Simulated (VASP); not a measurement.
Set up this calculation in VASP 6.6.1, as the native input.

| Property | Result |
| --- | --- |
| Task | single point |
| Functional | LDA |
| Potentials or basis | VASP PAW LDA potentials, release 64 (Hf_pv) |
| Cutoff | 520 eV |
| k mesh | 12 × 12 × 14 |
| Occupations | gaussian, width 0.1 eV |
| Spin | no spin polarisation |
| Dipole correction | no |
| Further INCAR settings | ALGO = Fast; EDIFF = 1e-07; NBANDS = 22 |

The structure of Hf lies in POSCAR:

```
Hf
1.0
    4.9089845014      0.0000000000      0.0000000000
   -2.4544922507      4.2513052849      0.0000000000
    0.0000000000      0.0000000000      3.0993487371
Hf
3
Direct
    0.6666666700      0.3333333300      0.5000000000
    0.3333333300      0.6666666700      0.5000000000
    0.0000000000      0.0000000000      0.0000000000
```

This isn't the form of Hf at room conditions, which is hcp.

This cell differs from its parent crystal: strained.

One way to write it, as run:

INCAR

```
  ALGO = Fast
  EDIFF = 1E-7
  ENCUT = 520
  GGA = CA
  ISIF = 2
  ISMEAR = 0
  LASPH = T
  LCHARG = T
  LELF = T
  LREAL = F
  LVHAR = T
  LWAVE = F
  NBANDS = 22
  NELM = 80
  PREC = Accurate
  SIGMA = 0.1
```

KPOINTS

```
k-points
0
Gamma
  12 12 14
```

Potentials or basis: VASP PAW LDA potentials, release 64 (Hf_pv).

The run is started by

```console
$ cat potpaw_LDA.64/Hf_pv/POTCAR > POTCAR
$ mpirun -np 1 vasp_std > vasp.out
```

It gave:

| Property | Result |
| --- | --- |
| Pressure | -5.0 GPa |
| Band gap on the k mesh | zero (bands 15 and 16 overlap by 0.99 eV) |

Caveat: the cell differs from its parent crystal (strained); the cell stands under tension; spin-orbit coupling is left out, which moves the levels of the heavy elements.

Run time: 8.6 min on 1 thread of AMD EPYC 7R13, on a shared host, peak memory 0.26 GiB.
